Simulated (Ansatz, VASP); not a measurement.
# One calculation of Au, two programs

The input INCAR:

```
SYSTEM = Au
PREC     = Accurate       ! precision mode
ENCUT    = 520            ! plane-wave cutoff, eV
EDIFF    = 1E-6           ! SCF threshold, eV
ISMEAR   = -1             ! smearing method
SIGMA    = 0.1            ! smearing width, eV
LREAL    = .FALSE.        ! projectors in reciprocal space
LASPH    = .TRUE.         ! aspherical terms in the spheres
NELM     = 80             ! most SCF steps
ALGO     = Normal         ! electronic algorithm
ISIF     = 2              ! what is computed and relaxed
LWAVE    = .FALSE.        ! write WAVECAR
LCHARG   = .TRUE.         ! write CHGCAR
GGA      = B5             ! functional
ALDAX    = 1.0          
AGGAX    = 1.0          
AGGAC    = 1.0          
ALDAC    = 0.0          
LELF     = .TRUE.         ! ELF
LVHAR    = .TRUE.       
NBANDS   = 12             ! bands
```

KPOINTS

```
Automatic mesh
0
G
  21 21 21
  0 0 0
```

File POSCAR:

```
Au
1.0
    0.0000000000      2.1902781475      2.1902781475
    2.1902781475      0.0000000000      2.1902781475
    2.1902781475      2.1902781475      0.0000000000
Au
1
Direct
    0.0000000000      0.0000000000      0.0000000000
```

Input for Ansatz:

```yaml
crystal:
  lattice:
    - [0.0, 2.1902781474, 2.1902781474]
    - [2.1902781474, 0.0, 2.1902781474]
    - [2.1902781474, 2.1902781474, 0.0]
  atoms:
    - { symbol: Au, position: [0.0, 0.0, 0.0] }
hamiltonian:
  xc: blyp
  pseudopotentials:
    kind: paw
    azcp:
      Au: "pseudopotentials/Au.paw.azcp"
basis:
  ecutwfc: 420
  fft_grid_basis: typed
kpoints:
  mp_grid: { grid: [21, 21, 21], shift: [0, 0, 0] }
magnetization:
  spin_polarized: false
scf:
  occupations: { method: fermi_dirac, width: 0.1 }
output:
  stress: true
```

Alike in both runs: task single point; functional BLYP; k mesh 21 × 21 × 21; occupations fermi-dirac, width 0.1 eV; no spin polarisation.

|  | VASP | Ansatz |
| --- | --- | --- |
| version | VASP 6.6.1 | Ansatz 0.2.0 |
| potentials or method | VASP PAW PBE potentials, release 64 (Au), cutoff 520 eV | plane waves (420 eV) with PAW, scalar-relativistic |
| valence electrons in the cell | 11 | 19 |

Ansatz gave:

```
pressure (GPa) : -6.2
```

**Question.** Estimate VASP's values.

**Answer.** Pressure (GPa): -6.0.

VASP's potentials were made for PBE, not for BLYP. VASP's potentials hold 11 valence electrons a cell and Ansatz's 19, so a difference there can come from the potentials and not from the codes.

Spin-orbit coupling is off throughout.
